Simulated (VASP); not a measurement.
Crystal: Mg.

```
CELL_PARAMETERS angstrom
3.20930 0.00000 0.00000
-1.60465 2.77934 0.00000
0.00000 0.00000 5.21030
ATOMIC_POSITIONS crystal
Mg 0.33333 0.66667 0.25000
Mg 0.66667 0.33333 0.75000
```

| Property | Result |
| --- | --- |
| Program | VASP 6.6.1 |
| Task | relaxation of cell and atoms |
| Functional | LDA |
| Potentials or basis | VASP PAW LDA potentials, release 64 (Mg_sv) |
| Cutoff | 840 eV |
| k mesh | 9 × 9 × 5 |
| Occupations | fermi-dirac, width 0.05 eV |
| Spin | no spin polarisation |

At the start: pressure -2.8 GPa; volume 23.24 Å³/atom.

Question: Where does the relaxation end?

Answer: Over 6 steps the energy falls by 15.8 meV/atom and the volume is 21.55 Å³/atom (-7.2 %); space group P6_3/mmc (No. 194, to 0.1 Å) before and after.

Step by step:
| step | energy change (eV) | largest force (eV/Å) | pressure (GPa) | volume (Å³) |
| --- | --- | --- | --- | --- |
| 1 | 0.0000 | 0.0000 | -2.82 | 46.47 |
| 2 | -0.0299 | 0.0000 | -0.67 | 43.77 |
| 3 | -0.0314 | 0.0000 | 0.00 | 43.06 |
| 4 | -0.0314 | 0.0000 | -0.07 | 43.13 |
| 5 | -0.0315 | 0.0000 | -0.04 | 43.11 |
| 6 | -0.0315 | 0.0000 | -0.07 | 43.11 |

Final structure:
```xyz
2
Lattice="3.1271 0.0000 0.0000 -1.5635 2.7081 0.0000 0.0000 0.0000 5.0901" Properties=species:S:1:pos:R:3 pbc="T T T"
Mg    0.0000    1.8054    1.2725
Mg    1.5635    0.9027    3.8176
```
